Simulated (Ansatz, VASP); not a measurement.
# One calculation of CdS, two programs

The input INCAR:

```
SYSTEM = CdS
ALGO = Normal
EDIFF = 1E-6
EDIFFG = -0.02
ENCUT = 520
GGA = PE
IBRION = 2
ISIF = 2
ISMEAR = -1
LASPH = .TRUE.
LCHARG = .FALSE.
LREAL = .FALSE.
LWAVE = .FALSE.
NELM = 100
NSW = 80
PREC = Accurate
SIGMA = 0.02
```

KPOINTS

```
k-points
0
G
  13 13 13
  0 0 0
```

File POSCAR:

```
CdS
1.0
    0.0000000000      2.9165000000      3.0039950000
    2.9165000000      0.0000000000      3.0039950000
    2.9165000000      2.9165000000      0.0000000000
Cd S
1 1
Direct
    0.0000000000      0.0000000000      0.0000000000
    0.2500000000      0.2500000000      0.2500000000
```

Input for Ansatz:

```yaml
crystal:
  lattice:
    - [0.0, 2.9165, 3.003995]
    - [2.9165, 0.0, 3.003995]
    - [2.9165, 2.9165, 0.0]
  atoms:
    - { symbol: Cd, position: [0.0, 0.0, 0.0] }
    - { symbol: S, position: [0.25, 0.25, 0.25] }
kpoints:
  mp_grid: { grid: [13, 13, 13] }
scf:
  occupations: { method: fermi_dirac, width: 0.02 }
hamiltonian:
  xc: pbe
  pseudopotentials: { kind: paw }
output:
  forces: true
  stress: true
  populations: true
  efg: { quadrupole_moments_barn: { S: -0.0694 }, contact_densities: true }
relax:
  f_tol: 0.02
  max_steps: 60
```

Change from the starting cell: z stretched by +3 %, ions relaxed.

Alike in both runs: task relaxation of the atoms; functional PBE; k mesh 13 × 13 × 13; occupations fermi-dirac, width 0.02 eV; no spin polarisation.

|  | VASP | Ansatz |
| --- | --- | --- |
| version | VASP 6.6.1 | Ansatz 0.2.0 |
| potentials or method | VASP PAW PBE potentials, release 64 (Cd, S) | plane-wave PAW, scalar-relativistic |
| plane-wave cutoff (eV) | 520 | 420 |
| valence electrons in the cell | 18 | 26 |

```tsv
	VASP	Ansatz	Ansatz less VASP
gap on the k mesh at the Fermi level, each at its own relaxed structure (eV)	1.05	1.05	-0.003
```

VASP's potentials hold 18 valence electrons a cell and Ansatz's 26, so a difference there can come from the potentials and not from the codes. Ansatz's warnings: stress scf threshold loose.

Noted on VASP's run: the relaxation stopped at its first step, so nothing moved.
